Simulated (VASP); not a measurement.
Set up this calculation in VASP 6.6.1, as the native input.

- Task: single point
- Functional: LDA
- Potentials or basis: VASP PAW LDA potentials, release 64 (K_sv, Ru_pv, F)
- Cutoff: 520 eV
- k mesh: 5 × 5 × 5
- Occupations: methfessel-paxton, width 0.1 eV
- Spin: no spin polarisation
- Dipole correction: no
- Further INCAR settings: ALGO = Normal; EDIFF = 1e-06; NBANDS = 42

The structure of KRuF6 lies in POSCAR:

```
KRuF6
1.0
    3.7431100000      2.1610860000      2.4339900000
   -3.7431100000      2.1610860000      2.4339900000
    0.0000000000     -4.3221710000      2.4339900000
K Ru F
1 1 6
Direct
    0.5000000000      0.5000000000      0.5000000000
    0.0000000000      0.0000000000      0.0000000000
    0.2682840000      0.2682840000      0.9190770000
    0.2682840000      0.9190770000      0.2682840000
    0.7317160000      0.0809230000      0.7317160000
    0.7317160000      0.7317160000      0.0809230000
    0.0809230000      0.7317160000      0.7317160000
    0.9190770000      0.2682840000      0.2682840000
```

One way to write it, as run:

INCAR

```
ALGO = Normal
EDIFF = 1E-6
ENCUT = 520
ISIF = 2
ISMEAR = 1
LASPH = T
LCHARG = T
LELF = T
LREAL = F
LVHAR = T
LWAVE = F
NBANDS = 42
NELM = 80
PREC = Accurate
SIGMA = 0.1
```

KPOINTS

```
k-points
0
Gamma
  5 5 5
```

Potentials or basis: VASP PAW LDA potentials, release 64 (K_sv, Ru_pv, F).

Run with:

```bash
$ cat potpaw_LDA.64/K_sv/POTCAR potpaw_LDA.64/Ru_pv/POTCAR potpaw_LDA.64/F/POTCAR > POTCAR
$ mpirun -np 1 vasp_std > vasp.out
```

It gave:

```json
{
 "Pressure": "-4.1 GPa",
 "Largest force": "0.271 eV/Å"
}
```

Caveat: an odd number of electrons without spin polarisation forces a metal; a magnetic or distorted state may lie lower.

It took 98 s on 1 thread of Intel(R) Xeon(R) Platinum 8375C CPU @ 2.90GHz (Ice Lake) (shared host), peak memory 0.24 GiB.
